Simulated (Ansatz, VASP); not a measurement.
## SiC: VASP beside Ansatz

File POSCAR:

```
SiC
1.0
    0.0163360874      2.1781449820      2.1781449820
    2.1944810694      0.0000000000      2.1944810694
    2.1781449820      2.1781449820      0.0163360874
Si C
1 1
Direct
    0.0000000000      0.0000000000      0.0000000000
    0.7500000000      0.7500000000      0.7500000000
```

The input INCAR.step1:

```
SYSTEM = SiC
PREC = Accurate
ENCUT = 520
ISMEAR = 0
SIGMA = 0.05
LREAL = .False.
LASPH = .True.
NELM = 100
NBANDS = 11
GGA = PE
ALGO = Normal
EDIFF = 1E-4
LWAVE = .True.
LCHARG = .False.
```

File INCAR.step2:

```
SYSTEM = SiC
PREC = Accurate
ENCUT = 520
EDIFF = 1E-7
ISMEAR = 0
SIGMA = 0.05
LREAL = .False.
LASPH = .True.
NELM = 100
ALGO = Normal
ISIF = 2
LWAVE = .False.
LCHARG = .False.
METAGGA = R2SCAN
LMIXTAU = .True.
NBANDS = 11
ISTART = 1
```

Contents of KPOINTS:

```
regular mesh
0
Gamma
  10 10 10
  0 0 0
```

Input for Ansatz:

```yaml
crystal:
  lattice:
    - [0.0163360874, 2.178144982, 2.178144982]
    - [2.1944810694, 0.0, 2.1944810694]
    - [2.178144982, 2.178144982, 0.0163360874]
  atoms:
    - { symbol: Si, position: [0.0, 0.0, 0.0] }
    - { symbol: C, position: [0.75, 0.75, 0.75] }
basis:
  ecutwfc: 500
kpoints:
  mp_grid: { grid: [10, 10, 10] }
hamiltonian:
  xc: r2scan
scf:
  occupations: { method: gaussian, width: 0.05 }
output:
  forces: true
  stress: true
  eigenvalues: true
```

Change from the starting cell: strain +0.0150 x Voigt [0, 0, 0, 0, 1, 0], atoms carried along.

Alike in both runs: task single point; functional r2SCAN; k mesh 10 × 10 × 10; occupations gaussian, width 0.05 eV; no spin polarisation.

|  | VASP | Ansatz |
| --- | --- | --- |
| version | VASP 6.6.1 | Ansatz 0.2.0 |
| potentials or method | VASP PAW PBE potentials, release 64 (Si, C), cutoff 520 eV | scalar-relativistic, plane waves, PAW |
| valence electrons in the cell | 8 | 8 |

VASP gave:

```
gap on the k mesh at the Fermi level (eV)                     : 1.67
least direct gap on the mesh (eV)                             : 4.93
pressure (GPa)                                                : -0.1
traceless stress, the component that is largest in VASP (GPa) : -4.28
rms of the force components (eV/Å)                            : 0.066
```

Problem. Which values does Ansatz return?

Solution. gap on the k mesh at the Fermi level (eV): 1.66; least direct gap on the mesh (eV): 4.92; pressure (GPa): 0.1; traceless stress, the component that is largest in VASP (GPa): -4.26; rms of the force components (eV/Å): 0.066.

VASP's potentials were made for PBE, not for r2SCAN. Atom by atom the forces differ by 0.001 eV/Å (rms over components).
